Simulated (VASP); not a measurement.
# S (P6_3/mmc) in VASP: further runs

The runs below take S through single point, with PBE.

Everything below comes from runs of VASP 6.6.1. Logs are shortened: lines on timing, memory, paths and dates and some standing lists are left out, and cuts for length are marked.

## 1. The cell of the first run

The structure is hexagonal, space group P6_3/mmc (No. 194). The conventional cell has a = 2.324 Å, b = 2.324 Å, c = 3.135 Å, α = 90.00°, β = 90.00°, γ = 120.00°. Within 2.7 Å of S (site symmetry -6m2) lie 12 S at 2.06 to 2.32 Å.

## 2. Single point, PBE (volume scaled by 0.43)

File INCAR:

```
ALGO = Normal ; EDIFF = 1E-7
ENCUT = 520 ; GGA = PE
ISIF = 2 ; ISMEAR = -1
LASPH = T ; LCHARG = F
LREAL = F ; LWAVE = F
NBANDS = 13 ; NELM = 60
PREC = Accurate ; SIGMA = 0.1
```

File KPOINTS:

```
k-points
0
Gamma
  15 15 8
```

File POSCAR:

```
S
1.0
    2.3237010994      0.0000000000      0.0000000000
   -1.1618505497      2.0123841829      0.0000000000
    0.0000000000      0.0000000000      3.1352797156
S
2
Direct
    0.3333333333      0.6666666667      0.2500000000
    0.6666666667      0.3333333333      0.7500000000
```

Potentials or basis: VASP PAW PBE potentials, release 64 (S).

The run is started by

```
$ cat potpaw_PBE.64/S/POTCAR > POTCAR
$ mpirun -np 1 vasp_std > vasp.out
```

OUTCAR:

```text
EDIFF = 1E-7
   ENCUT = 520
   GGA = PE
   ISIF = 2
   ISMEAR = -1
   LASPH = T
   LREAL = F
   NELM = 60
   PREC = Accurate

 ion  position               nearest neighbor table
   1  0.333  0.667  0.250-   2 2.06   2 2.06   2 2.06   2 2.06   2 2.06   2 2.06
   2  0.667  0.333  0.750-   1 2.06   1 2.06   1 2.06   1 2.06   1 2.06   1 2.06

  LATTYP: Found a hexagonal cell.
 ALAT       =     2.3237010994
 C/A-ratio  =     1.3492611922

  Lattice vectors:

 A1 = (   2.3237010994,   0.0000000000,   0.0000000000)
 A2 = (  -1.1618505497,   2.0123841829,   0.0000000000)
 A3 = (   0.0000000000,   0.0000000000,   3.1352797156)

Analysis of symmetry for initial positions (statically):
=====================================================================
 Subroutine PRICEL returns:
 Original cell was already a primitive cell.

 Routine SETGRP: Setting up the symmetry group for a
 hexagonal supercell.

 Subroutine GETGRP returns: Found 24 space group operations
 (whereof 12 operations were pure point group operations)
 out of a pool of 24 trial point group operations.

The static configuration has the point symmetry D_3d.
 The point group associated with its full space group is D_6h.

Analysis of symmetry for dynamics (positions and initial velocities):
=====================================================================
 Subroutine PRICEL returns:
 Original cell was already a primitive cell.

 Routine SETGRP: Setting up the symmetry group for a
 hexagonal supercell.

 Subroutine GETGRP returns: Found 24 space group operations
 (whereof 12 operations were pure point group operations)
 out of a pool of 24 trial point group operations.

The dynamic configuration has the point symmetry D_3d.
 The point group associated with its full space group is D_6h.

 Subroutine INISYM returns: Found 24 space group operations
 (whereof 12 operations are pure point group operations),
 and found     1 'primitive' translations

----------------------------------------------------------------------------------------

                                     Primitive cell

  volume of cell :      14.6611

  direct lattice vectors                    reciprocal lattice vectors
     2.323701099  0.000000000  0.000000000     0.430347948  0.248461504  0.000000000
    -1.161850550  2.012384183  0.000000000     0.000000000  0.496923007  0.000000000
     0.000000000  0.000000000  3.135279716     0.000000000  0.000000000  0.318950808

  length of vectors
     2.323701099  2.323701099  3.135279716     0.496923007  0.496923007  0.318950808

[... 86 lines left out ...]
   ISIF   =      2    stress and relaxation
   ISYM   =      2    0-nonsym 1-usesym 2-fastsym
   POTIM  = 0.5000    time-step for ionic-motion
   TEBEG  =    0.0;   TEEND  =   0.0 temperature during run
   PSTRESS=    0.0 pullay stress
   NELECT =      12.0000    total number of electrons
   NUPDOWN=      -1.0000    fix difference up-down
   EMIN   =  10.00;   EMAX   =-10.00  energy-range for DOS
   EFERMI =   0.00;   METHOD = LEGACY
   ISMEAR =    -1;   SIGMA  =   0.10  broadening in eV -4-tet -1-fermi 0-gaus
   EFERMI_NEDOS =   21; number of points for ismear=-14 and -15
   IALGO  =     38    algorithm
   IMIX   =      4    mixing-type and parameters
     AMIX     =   0.40;   BMIX     =  1.00
     AMIX_MAG =   1.60;   BMIX_MAG =  1.00
  volume/ion in A,a.u.               =       7.33        49.47
  Fermi-wavevector in a.u.,A,eV,Ry     =   1.531368  2.893865 31.906838  2.345086
  Thomas-Fermi vector in A             =   2.638722
   LORBIT       =      0    0 simple, 1 ext, 2 COOP (PROOUT), +10 PAW based schemes
   GGA     = PE    functional components
   LHFCALC =     F    Hartree Fock is set to
   AEXX    =    0.0000 exact exchange contribution
   IVDW    =     0    specifies the selected vdW correction
   LEPSILON=     F    determine dielectric tensor
   LRPA    =     F    only Hartree local field effects (RPA)
 non-spin polarized calculation
  energy-cutoff  :      520.00
  volume of cell :       14.66
 maximum number of plane-waves:       413
 NGX is ok and might be reduce to    18
   NGX =  9   NGY =  9   NGZ = 11

 number of electron      12.0000000 magnetization

 Free energy of the ion-electron system (eV)
  ---------------------------------------------------
  ext. energy  EPLUGINS =         0.00000000
  ---------------------------------------------------
  free energy    TOTEN  =         2.02071788 eV

  energy without entropy =        2.03733600  energy(sigma->0) =        2.02902694

 E-fermi :  23.2896     XC(G=0): -15.0469

 val. band max:       23.2237544303   @ k =   0.3333   0.0000   0.0000
 cond. band min:      23.3862894228   @ k =   0.2000   0.1333   0.2500
 fundamental gap:      0.1625349925
 Fermi energy:        23.2896066637

 k-point     1 :       0.0000    0.0000    0.0000
  band No.  band energies     occupation
      1      -5.3263      2.00000
      2       7.6059      2.00000
      3       9.8759      2.00000
      4      23.7599      0.01798
      5      23.7599      0.01798
      6      27.5039      0.00000
      7      27.5039      0.00000
      8      31.6609      0.00000
      9      35.6460      0.00000
     10      36.3700      0.00000
     11      36.8786      0.00000
     12      36.8789      0.00000
     13      36.9157      0.00000
[... 354 lines left out ...]
  band No.  band energies     occupation
      1       3.3990      2.00000
      2       4.9591      2.00000
      3      11.1817      2.00000
      4      15.1409      2.00000
      5      17.6699      2.00000
      6      18.9402      2.00000
      7      19.0582      2.00000
      8      24.9140      0.00000
      9      25.2076      0.00000
     10      30.8184      0.00000
     11      41.2642      0.00000
     12      42.2633      0.00000
     13      43.8110      0.00000

 [... further k-points ...]
[... 5 lines left out ...]
  --------------------------------------------------------------------------------------
  -------------------------------------------------------------------------------------
  Total       25.6309504     25.6309504     25.5394828      0.0000000      0.0000000     -0.0000000
  in kB     2800.9660314   2800.9660314   2790.9703878      0.0000000      0.0000000     -0.0000000
  external PRESSURE =    2797.6341502 kB  Pullay stress =       0.0000000 kB

 VOLUME and BASIS-vectors are now :
 -----------------------------------------------------------------------------
  energy-cutoff  :      520.00
  volume of cell :       14.66
      direct lattice vectors                 reciprocal lattice vectors
     2.323701099  0.000000000  0.000000000     0.430347948  0.248461504  0.000000000
    -1.161850550  2.012384183  0.000000000     0.000000000  0.496923007  0.000000000
     0.000000000  0.000000000  3.135279716     0.000000000  0.000000000  0.318950808

 POSITION                                       TOTAL-FORCE (eV/Angst)
 -----------------------------------------------------------------------------------
     -0.00000      1.34159      0.78382        -0.000000      0.000000      0.000000
      1.16185      0.67079      2.35146         0.000000     -0.000000      0.000000
 -----------------------------------------------------------------------------------
    total drift:                               -0.000000      0.000000     -0.000000

  FREE ENERGIE OF THE ION-ELECTRON SYSTEM (eV)
  ---------------------------------------------------
  free  energy   TOTEN  =         2.0207178820 eV

  energy  without entropy=        2.0373359992  energy(sigma->0) =        2.02902694
```

OSZICAR:

```text
N       E                     dE             d eps       ncg     rms          rms(c)
DAV:   1     0.478247477508E+02    0.47825E+02   -0.64851E+03  3534   0.892E+02
DAV:   2     0.339072661453E+01   -0.44434E+02   -0.41840E+02  4729   0.169E+02
DAV:   3     0.199851323901E+01   -0.13922E+01   -0.13848E+01  4621   0.270E+01
DAV:   4     0.199432713361E+01   -0.41861E-02   -0.41856E-02  4083   0.175E+00
DAV:   5     0.199431088899E+01   -0.16245E-04   -0.16246E-04  4708   0.928E-02    0.519E+01
DAV:   6     0.201434123694E+01    0.20030E-01   -0.91456E-03  4188   0.679E-01    0.312E+01
DAV:   7     0.202054330367E+01    0.62021E-02   -0.17344E-02  4438   0.958E-01    0.125E-01
DAV:   8     0.202068124592E+01    0.13794E-03   -0.12514E-03  4175   0.276E-01    0.706E-02
DAV:   9     0.202071997218E+01    0.38726E-04   -0.83041E-05  4479   0.660E-02    0.248E-02
DAV:  10     0.202071821499E+01   -0.17572E-05   -0.44727E-06  4273   0.178E-02    0.164E-02
DAV:  11     0.202071792138E+01   -0.29361E-06   -0.18446E-07  3927   0.369E-03    0.117E-02
DAV:  12     0.202071788197E+01   -0.39417E-07   -0.78223E-09  2360   0.655E-04
   1 F= 0.20207179E+01 E0= 0.20290269E+01  d E =-.166181E-01
```

stdout:

```text
POSCAR found type information on POSCAR S
 POSCAR found :  1 types and       2 ions
 scaLAPACK will be used
 LDA part: xc-table for (Slater+PW92), standard interpolation
 POSCAR, INCAR and KPOINTS ok, starting setup
 FFT: planning ... GRIDC
 FFT: planning ... GRID_SOFT
 FFT: planning ... GRID
 WAVECAR not read
 entering main loop
```

Wall time 7.8 s (1 thread of Intel Xeon 6975P-C (Granite Rapids), shared host); peak memory 0.13 GiB.

What came out:

```
Free energy            : 2.0207 eV
Pressure               : 279.8 GPa
Band gap on the k mesh : zero (band 6 reaches 27.98 eV, above the bottom of band 7 at 18.23 eV)
```

Levels at points of the mesh, in eV from the Fermi level:
| k point | band 2 | band 3 | band 4 | band 5 | band 6 | band 7 | band 8 | band 9 | band 10 | band 11 |
| --- | --- | --- | --- | --- | --- | --- | --- | --- | --- | --- |
| (0.00, 0.00, 0.00) | -15.68 | -13.41 | 0.47 | 0.47 | 4.21 | 4.21 | 8.37 | 12.36 | 13.08 | 13.59 |
| (0.00, 0.00, 0.50) | -25.05 | 1.76 | 1.76 | 3.31 | 3.31 | 3.31 | 3.31 | 8.50 | 8.50 | 8.50 |

## 3. Single point, PBE (volume scaled by 0.5)

File INCAR:

```
SYSTEM = S
PREC = Accurate ; ENCUT = 520
EDIFF = 1E-7 ; ISMEAR = -1
SIGMA = 0.1 ; LREAL = .FALSE.
LASPH = .TRUE. ; NELM = 80
ALGO = Normal ; ISIF = 2
LWAVE = .FALSE. ; LCHARG = .FALSE.
GGA = PE ; NBANDS = 13
```

File KPOINTS:

```
Automatic mesh
0
G
  15 15 8
  0 0 0
```

File POSCAR:

```
S
1.0
    2.4575650278      0.0000000000      0.0000000000
   -1.2287825139      2.1283137455      0.0000000000
    0.0000000000      0.0000000000      3.2593299846
S
2
Direct
    0.3333333333      0.6666666667      0.2500000000
    0.6666666667      0.3333333333      0.7500000000
```

Potentials or basis: VASP PAW PBE potentials, release 64 (S).

The run is started by

```
$ cat potpaw_PBE.64/S/POTCAR > POTCAR
$ mpirun -np 1 vasp_std > vasp.out
```

Wall time 8.2 s (1 thread of Intel Xeon 6975P-C (Granite Rapids), shared host); peak memory 0.13 GiB.

Results (log left out):

| Item | Value |
| --- | --- |
| Free energy | -1.2929 eV |
| Pressure | 174.0 GPa |
| Band gap on the k mesh | zero (band 6 reaches 23.34 eV, above the bottom of band 7 at 15.11 eV) |

Stress tensor (GPa, compression positive):
```
174.08   0.00   0.00
  0.00 174.08   0.00
  0.00   0.00 173.86
```

Levels at points of the mesh, in eV from the Fermi level:
```csv
k point,band 4,band 5,band 6,band 7,band 8,band 9
"(0.00, 0.00, 0.00)",-0.11,-0.11,3.74,3.74,7.01,10.70
"(0.00, 0.00, 0.50)",1.96,2.38,2.38,2.38,2.38,8.64
```

[end of part 1 of 3]
